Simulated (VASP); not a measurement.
Write the native input for VASP 6.6.1 that does the following.

```
Task                   : single point
Functional             : PBE
Dispersion             : D3(BJ)
Potentials or basis    : VASP PAW PBE potentials, release 64 (Si, Cl)
Cutoff                 : 520 eV
k mesh                 : 2 × 3 × 1
Occupations            : gaussian, width 0.05 eV
Spin                   : no spin polarisation
Dipole correction      : yes
Further INCAR settings : LREAL = Auto; ALGO = Normal; EDIFF = 1e-06; NBANDS = 62
```

The structure of Si4Cl lies in POSCAR:

```
Si4Cl
1.0
    7.6671877233      0.0000000000      0.0000000000
    0.0000000000      5.4215204318      0.0000000000
    0.0000000000      0.0000000000     25.4442129496
Si Cl
16 4
Direct
    0.2500000000      0.0000000000      0.3809833763
    0.7500000000      0.0000000000      0.3809833763
    0.5000000000      0.2500000000      0.3809833763
    0.0000000000      0.2500000000      0.3809833763
    0.5000000000      0.5000000000      0.4563166922
    0.0000000000      0.5000000000      0.4563166922
    0.7500000000      0.7500000000      0.4563166922
    0.2500000000      0.7500000000      0.4563166922
    0.7516397381      0.0041700136      0.5307351793
    0.2483602619      0.0041700136      0.5307351793
    0.0000000000      0.2505136246      0.5304883639
    0.5000000000      0.2414544282      0.5309159961
    0.0000000000      0.4987255144      0.6059989498
    0.5000000000      0.5125713327      0.6015622564
    0.2499089150      0.7407234317      0.6025487318
    0.7500910850      0.7407234317      0.6025487318
    0.2506971033      0.8609723925      0.3058566855
    0.7493028967      0.8609723925      0.3058566855
    0.5000000000      0.3952267265      0.3064628601
    0.0000000000      0.3975064503      0.3067987845
```

One way to write it, as run:

INCAR

```
SYSTEM = Si4Cl
  PREC = Accurate
  ENCUT = 520
  EDIFF = 1E-6
  ISMEAR = 0
  SIGMA = 0.05
  LREAL = Auto
  LASPH = .TRUE.
  NELM = 100
  ALGO = Normal
  ISIF = 2
  LWAVE = .FALSE.
  LCHARG = .FALSE.
  LDIPOL = .TRUE.
  IDIPOL = 3
  DIPOL = 0.5 0.5 0.455
  GGA = PE
  IVDW = 12
  NBANDS = 62
```

KPOINTS

```
Automatic mesh
0
G
  2 3 1
  0 0 0
```

Potentials or basis: VASP PAW PBE potentials, release 64 (Si, Cl).

Run with:

```console
$ cat potpaw_PBE.64/Si/POTCAR potpaw_PBE.64/Cl/POTCAR > POTCAR
$ mpirun -np 1 vasp_std > vasp.out
```

Results of the run:

```json
{
  "Largest force": "0.550 eV/Å",
  "Band gap on the k mesh": "zero (band 46 reaches -1.25 eV, above the bottom of band 47 at -1.32 eV)",
  "Dispersion energy per atom": "-0.249 eV"
}
```

Caveat: the k points lie up to 0.41 Å⁻¹ apart.

It took 18 min on 1 thread of Oxide Virtual Turin-like Processor, on a shared host, peak memory 0.87 GiB.
